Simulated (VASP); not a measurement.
Crystal: Be.

```
Be
1.0
    -1.26581    1.26581    1.26581
     1.26581   -1.26581    1.26581
     1.26581    1.26581   -1.26581
Be
1
Direct
  0.00000 0.00000 0.00000
```

| Property | Result |
| --- | --- |
| Program | VASP 6.6.1 |
| Task | relaxation of cell and atoms |
| Functional | PBE |
| Potentials or basis | VASP PAW PBE potentials, release 64 (Be) |
| Cutoff | 600 eV |
| k mesh | 17 × 17 × 17 |
| Occupations | fermi-dirac, width 0.1 eV |
| Spin | no spin polarisation |

At the start: pressure -4.0 GPa; volume 8.11 Å³/atom.

Q: Where does the relaxation end?

A: Over 3 steps the energy falls by 3.6 meV/atom and the volume is 7.84 Å³/atom (-3.4 %); space group Im-3m (No. 229, to 0.05 Å).

Step by step:
```tsv
step	energy change (eV)	largest force (eV/Å)	pressure (GPa)	volume (Å³)
1	0.0000	0.0000	-4.01	8.11
2	-0.0035	0.0000	-0.64	7.88
3	-0.0036	0.0000	-0.01	7.84
```

Final structure:
```
CELL_PARAMETERS angstrom
-1.25128 1.25128 1.25128
1.25128 -1.25128 1.25128
1.25128 1.25128 -1.25128
ATOMIC_POSITIONS crystal
Be 0.00000 0.00000 0.00000
```
